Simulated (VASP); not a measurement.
# Si (a cell with a defect) in VASP: single point with PBE

Aim: the single point of Si (a cell with a defect) with PBE.

Program: VASP 6.6.1. These are calculated values, not measurements. Logs are shortened: lines on timing, memory, paths and dates and some standing lists are left out, and cuts for length are marked.

### 1 The cell of the first run

The cell holds a defect, 17 atoms: a = 7.679 Å, b = 7.679 Å, c = 7.679 Å, α = 60.00°, β = 60.00°, γ = 60.00°.

### 2 Single point, PBE

File INCAR:

```
SYSTEM = Si
PREC = Accurate
ENCUT = 520
EDIFF = 1E-6
ISMEAR = 0
SIGMA = 0.05
LREAL = Auto
LASPH = .TRUE.
NELM = 60
ALGO = Normal
ISIF = 2
LWAVE = .FALSE.
LCHARG = .TRUE.
GGA = PE
LELF = .TRUE.
LVHAR = .TRUE.
NBANDS = 48
```

File KPOINTS:

```
Automatic mesh
0
G
  2 2 2
  0 0 0
```

File POSCAR:

```
Si
1.0
    0.0000000000      5.4300000000      5.4300000000
    5.4300000000      0.0000000000      5.4300000000
    5.4300000000      5.4300000000      0.0000000000
Si
17
Direct
   -0.0001245823      0.0000548889      0.0000686729
    0.1246103787      0.1246177152      0.1246184138
    0.0032082547      0.0029814183      0.4969248415
    0.1245856942      0.1245922224      0.6262327496
    0.0032159050      0.4969222735      0.0029707038
    0.1245906495      0.6262163462      0.1245981773
    0.0031798477      0.4968947816      0.4969031350
    0.1321479564      0.6226211768      0.6226243281
    0.4968863877      0.0030874128      0.0030691432
    0.6260062188      0.1246653414      0.1246663404
    0.4968633789      0.0030470442      0.4969734148
    0.6229220994      0.1311529454      0.6229699635
    0.4968681117      0.4969698093      0.0030373076
    0.6229487813      0.6229934812      0.1310756239
    0.5006443045      0.4997166829      0.4996447628
    0.6228169786      0.6228642103      0.6228682446
    0.7507783853      0.7496593295      0.7495753472
```

Potentials or basis: VASP PAW PBE potentials, release 64 (Si).

The run is started by

```
$ cat potpaw_PBE.64/Si/POTCAR > POTCAR
$ mpirun -np 1 vasp_std > vasp.out
```

OUTCAR:

```text
SYSTEM = Si
   PREC = Accurate
   ENCUT = 520
   EDIFF = 1E-6
   ISMEAR = 0
   LREAL = Auto
   LASPH = .TRUE.
   NELM = 60
   ISIF = 2
   GGA = PE

 ion  position               nearest neighbor table
   1  1.000  0.000  0.000-   4 2.34   6 2.34   2 2.34  10 2.34
   2  0.125  0.125  0.125-   9 2.33   5 2.33   3 2.33   1 2.34
   3  0.003  0.003  0.497-   4 2.33   2 2.33  12 2.38   8 2.38  17 2.75
   4  0.125  0.125  0.626-  11 2.33   3 2.33   7 2.33   1 2.34
   5  0.003  0.497  0.003-   6 2.33   2 2.33  14 2.38   8 2.38  17 2.75
   6  0.125  0.626  0.125-  13 2.33   5 2.33   7 2.33   1 2.34
   7  0.003  0.497  0.497-   4 2.33   6 2.33  16 2.38   8 2.39  17 2.74
   8  0.132  0.623  0.623-  15 2.31   5 2.38   3 2.38   7 2.39  17 2.39
   9  0.497  0.003  0.003-   2 2.33  10 2.33  14 2.38  12 2.38  17 2.75
  10  0.626  0.125  0.125-   9 2.33  13 2.33  11 2.33   1 2.34
  11  0.497  0.003  0.497-   4 2.33  10 2.33  12 2.38  16 2.38  17 2.75
  12  0.623  0.131  0.623-  15 2.31   9 2.38  11 2.38   3 2.38  17 2.39
  13  0.497  0.497  0.003-   6 2.33  10 2.33  14 2.38  16 2.38  17 2.75
  14  0.623  0.623  0.131-  15 2.31   9 2.38  13 2.38   5 2.38  17 2.39
  15  0.501  0.500  0.500-   8 2.31  16 2.31  12 2.31  14 2.31
  16  0.623  0.623  0.623-  15 2.31  13 2.38  11 2.38   7 2.38  17 2.39
  17  0.751  0.750  0.750-   8 2.39  16 2.39  12 2.39  14 2.39   7 2.74   3 2.75   5 2.75  11 2.75
                            13 2.75   9 2.75

  LATTYP: Found a face centered cubic cell.
 ALAT       =    10.8600000000

  Lattice vectors:

 A1 = (   0.0000000000,   5.4300000000,   5.4300000000)
 A2 = (   5.4300000000,   0.0000000000,   5.4300000000)
 A3 = (   5.4300000000,   5.4300000000,   0.0000000000)

Analysis of symmetry for initial positions (statically):
=====================================================================
 Subroutine PRICEL returns:
 Original cell was already a primitive cell.

 Routine SETGRP: Setting up the symmetry group for a
 face centered cubic supercell.

 Subroutine GETGRP returns: Found  1 space group operations
 (whereof  1 operations were pure point group operations)
 out of a pool of 48 trial point group operations.

The static configuration has the point symmetry C_1 .

Analysis of symmetry for dynamics (positions and initial velocities):
=====================================================================
 Subroutine PRICEL returns:
 Original cell was already a primitive cell.

 Routine SETGRP: Setting up the symmetry group for a
 face centered cubic supercell.

 Subroutine GETGRP returns: Found  1 space group operations
 (whereof  1 operations were pure point group operations)
 out of a pool of 48 trial point group operations.

The dynamic configuration has the point symmetry C_1 .

 Subroutine INISYM returns: Found  1 space group operations
 (whereof  1 operations are pure point group operations),
 and found     1 'primitive' translations

----------------------------------------------------------------------------------------

                                     Primitive cell

  volume of cell :     320.2060

  direct lattice vectors                    reciprocal lattice vectors
     0.000000000  5.430000000  5.430000000    -0.092081031  0.092081031  0.092081031
     5.430000000  0.000000000  5.430000000     0.092081031 -0.092081031  0.092081031
     5.430000000  5.430000000  0.000000000     0.092081031  0.092081031 -0.092081031

  length of vectors
     7.679179644  7.679179644  7.679179644     0.159489025  0.159489025  0.159489025

  position of ions in fractional coordinates (direct lattice)
     0.999875418  0.000054889  0.000068673
     0.124610379  0.124617715  0.124618414
     0.003208255  0.002981418  0.496924841
     0.124585694  0.124592222  0.626232750
     0.003215905  0.496922273  0.002970704
     0.124590649  0.626216346  0.124598177
[... 9 lines left out ...]
     0.622816979  0.622864210  0.622868245
     0.750778385  0.749659329  0.749575347

  ion indices of the primitive-cell ions
   primitive index   ion index
                 1           1
                 2           2
                 3           3
                 4           4
                 5           5
                 6           6
[... 9 lines left out ...]
                16          16
                17          17

----------------------------------------------------------------------------------------

 KPOINTS: Automatic mesh

Automatic generation of k-mesh.
 Grid dimensions read from file:
 generate k-points for:    2    2    2

 Generating k-lattice:

  Cartesian coordinates                     Fractional coordinates (reciprocal lattice)
    -0.046040516  0.046040516  0.046040516     0.500000000  0.000000000  0.000000000
     0.046040516 -0.046040516  0.046040516     0.000000000  0.500000000  0.000000000
     0.046040516  0.046040516 -0.046040516     0.000000000  0.000000000  0.500000000

  Length of vectors
     0.079744512  0.079744512  0.079744512

  Shift w.r.t. Gamma in fractional coordinates (k-lattice)
     0.000000000  0.000000000  0.000000000

 Subroutine IBZKPT returns following result:
 ===========================================

 Found      8 irreducible k-points:

 Following reciprocal coordinates:
            Coordinates               Weight
  0.000000  0.000000  0.000000      1.000000
  0.500000  0.000000  0.000000      1.000000
  0.000000  0.500000  0.000000      1.000000
  0.000000  0.000000  0.500000      1.000000
  0.500000  0.500000  0.500000      1.000000
  0.500000  0.500000  0.000000      1.000000
  0.000000  0.500000  0.500000      1.000000
  0.500000  0.000000  0.500000      1.000000
   k-points           NKPTS =      8   k-points in BZ     NKDIM =      8   number of bands    NBANDS=     48
   number of dos      NEDOS =    301   number of ions     NIONS =     17
   total plane-waves  NPLWV = 216000
   dimension x,y,z NGX =    60 NGY =   60 NGZ =   60
   dimension x,y,z NGXF=   120 NGYF=  120 NGZF=  120
   ions per type =              17
   NGX,Y,Z   is equivalent  to a cutoff of  12.99, 12.99, 12.99 a.u.
   NGXF,Y,Z  is equivalent  to a cutoff of  25.98, 25.98, 25.98 a.u.
 SYSTEM =  Si
   PREC   = accura    normal or accurate (medium, high low for compatibility)
   ISTART =      0    job   : 0-new  1-cont  2-samecut
   ICHARG =      2    charge: 1-file 2-atom 10-const
   ISPIN  =      1    spin polarized calculation?
   LNONCOLLINEAR =      F non collinear calculations
   LSORBIT =      F    spin-orbit coupling
   LASPH  =      T    aspherical Exc in radial PAW
   ENCUT  =  520.0 eV  38.22 Ry    6.18 a.u.  14.28 14.28 14.28*2*pi/ulx,y,z
   NELM   =     60;   NELMIN=  2; NELMDL= -5     # of ELM steps
   EDIFF  = 0.1E-05   stopping-criterion for ELM
   LREAL  =      T    real-space projection
   EDIFFG = 0.1E-04   stopping-criterion for IOM
   NSW    =      0    number of steps for IOM
   IBRION =     -1    ionic relax: 0-MD 1-quasi-New 2-CG
   NFREE  =      0    steps in history (QN), initial steepest desc. (CG)
   ISIF   =      2    stress and relaxation
   ISYM   =      2    0-nonsym 1-usesym 2-fastsym
   POTIM  = 0.5000    time-step for ionic-motion
   TEBEG  =    0.0;   TEEND  =   0.0 temperature during run
   PSTRESS=    0.0 pullay stress
   NELECT =      68.0000    total number of electrons
   NUPDOWN=      -1.0000    fix difference up-down
   EMIN   =  10.00;   EMAX   =-10.00  energy-range for DOS
   EFERMI =   0.00;   METHOD = LEGACY
   ISMEAR =     0;   SIGMA  =   0.05  broadening in eV -4-tet -1-fermi 0-gaus
   EFERMI_NEDOS =   21; number of points for ismear=-14 and -15
   IALGO  =     38    algorithm
   IMIX   =      4    mixing-type and parameters
     AMIX     =   0.40;   BMIX     =  1.00
     AMIX_MAG =   1.60;   BMIX_MAG =  1.00
  volume/ion in A,a.u.               =      18.84       127.11
  Fermi-wavevector in a.u.,A,eV,Ry     =   0.976715  1.845724 12.979587  0.953973
  Thomas-Fermi vector in A             =   2.107356
   LORBIT       =      0    0 simple, 1 ext, 2 COOP (PROOUT), +10 PAW based schemes
   GGA     = PE    functional components
   LHFCALC =     F    Hartree Fock is set to
   AEXX    =    0.0000 exact exchange contribution
   IVDW    =     0    specifies the selected vdW correction
   LEPSILON=     F    determine dielectric tensor
   LRPA    =     F    only Hartree local field effects (RPA)
 non-spin polarized calculation
 Gauss-broadening in eV      SIGMA  =   0.05
  energy-cutoff  :      520.00
  volume of cell :      320.21
 maximum number of plane-waves:      8646
 NGX is ok and might be reduce to    60
   NGX = 29   NGY = 29   NGZ = 29

 number of electron      68.0000001 magnetization

 Free energy of the ion-electron system (eV)
  ---------------------------------------------------
  ext. energy  EPLUGINS =         0.00000000
  ---------------------------------------------------
  free energy    TOTEN  =       -87.99585208 eV

  energy without entropy =      -87.98591798  energy(sigma->0) =      -87.99088503

 E-fermi :   6.9100     XC(G=0):  -9.6744

 val. band max:        6.6775801225   @ k =   0.0000   0.0000   0.0000
 cond. band min:       6.9257260521   @ k =   0.5000   0.5000   0.0000
 fundamental gap:      0.2481459296
 Fermi energy:         6.9100429007

 k-point     1 :       0.0000    0.0000    0.0000
  band No.  band energies     occupation
      1      -6.3175      2.00000
      2      -3.7716      2.00000
      3      -3.6280      2.00000
      4      -3.6273      2.00000
      5      -3.6271      2.00000
      6      -2.8082      2.00000
[... 38 lines left out ...]
     45       8.1212      0.00000
     46       9.0630      0.00000

 k-point     2 :       0.5000    0.0000    0.0000
  band No.  band energies     occupation
      1      -5.9148      2.00000
      2      -4.9560      2.00000
      3      -3.5711      2.00000
      4      -3.4251      2.00000
      5      -3.4245      2.00000
      6      -2.9561      2.00000
[... 286 lines left out ...]
 k-point     8 :       0.5000    0.0000    0.5000
  band No.  band energies     occupation
      1      -5.7815      2.00000
      2      -4.7235      2.00000
      3      -3.9916      2.00000
      4      -3.8773      2.00000
      5      -3.8771      2.00000
      6      -3.6268      2.00000
[... 38 lines left out ...]
     45      10.1235      0.00000
     46      10.1254      0.00000
 [bands above 46 left out]

------------------------ aborting loop because EDIFF is reached ----------------------------------------

  FORCE on cell =-STRESS in cart. coord.  units (eV):
  Direction    XX          YY          ZZ          XY          YZ          ZX
  --------------------------------------------------------------------------------------
  -------------------------------------------------------------------------------------
  Total       10.6651954     10.6642079     10.6645098     -0.0026915      0.0033896     -0.0016718
  in kB       53.3641890     53.3592480     53.3607588     -0.0134673      0.0169603     -0.0083649
  external PRESSURE =      53.3613986 kB  Pullay stress =       0.0000000 kB

 VOLUME and BASIS-vectors are now :
 -----------------------------------------------------------------------------
  energy-cutoff  :      520.00
  volume of cell :      320.21
      direct lattice vectors                 reciprocal lattice vectors
     0.000000000  5.430000000  5.430000000    -0.092081031  0.092081031  0.092081031
     5.430000000  0.000000000  5.430000000     0.092081031 -0.092081031  0.092081031
     5.430000000  5.430000000  0.000000000     0.092081031  0.092081031 -0.092081031

 POSITION                                       TOTAL-FORCE (eV/Angst)
 -----------------------------------------------------------------------------------
      0.00067      5.42970      5.42962        -0.000250      0.000206      0.000140
      1.35335      1.35331      1.35331        -0.010294     -0.011950     -0.012128
      2.71449      2.71572      0.03361        -0.001187      0.000947     -0.014988
      4.07698      4.07694      1.35304         0.011470      0.010164     -0.011113
      2.71442      0.03359      2.71575        -0.001223     -0.014995      0.000965
      4.07692      1.35310      4.07688         0.011705     -0.011144      0.010177
[... 9 lines left out ...]
      6.76433      6.76407      6.76405        -0.002877      0.003100      0.003489
      8.14084      8.14692      8.14738         0.003190     -0.001730     -0.002153
 -----------------------------------------------------------------------------------
    total drift:                                0.001559     -0.002076     -0.000926

  FREE ENERGIE OF THE ION-ELECTRON SYSTEM (eV)
  ---------------------------------------------------
  free  energy   TOTEN  =       -87.9958520770 eV

  energy  without entropy=      -87.9859179829  energy(sigma->0) =      -87.99088503
```

Wall time 4.5 min (1 thread of AMD EPYC 7R13 (Zen 3), shared host); peak memory 0.43 GiB.

What came out:

| Quantity | Value |
| --- | --- |
| Free energy | -87.9959 eV |
| Pressure | 5.3 GPa |
| Largest force | 0.022 eV/Å |
| Band gap on the k mesh | zero (band 34 reaches 6.93 eV, above the bottom of band 35 at 6.67 eV) |

Forces in eV/Å, atoms in the order of the input:
```
Si   0.000  0.000  0.000
Si  -0.010 -0.012 -0.012
Si  -0.001  0.001 -0.015
Si   0.011  0.010 -0.011
Si  -0.001 -0.015  0.001
Si   0.012 -0.011  0.010
Si   0.015  0.000  0.001
Si   0.006 -0.008 -0.008
Si  -0.015  0.000  0.001
Si  -0.012  0.013  0.013
Si  -0.001  0.015  0.001
Si  -0.002  0.000  0.005
Si  -0.001  0.001  0.015
Si  -0.001  0.005 -0.001
Si   0.000  0.000  0.000
Si  -0.003  0.003  0.003
Si   0.003 -0.002 -0.002
```

Caveat: the k points lie up to 0.50 Å⁻¹ apart.
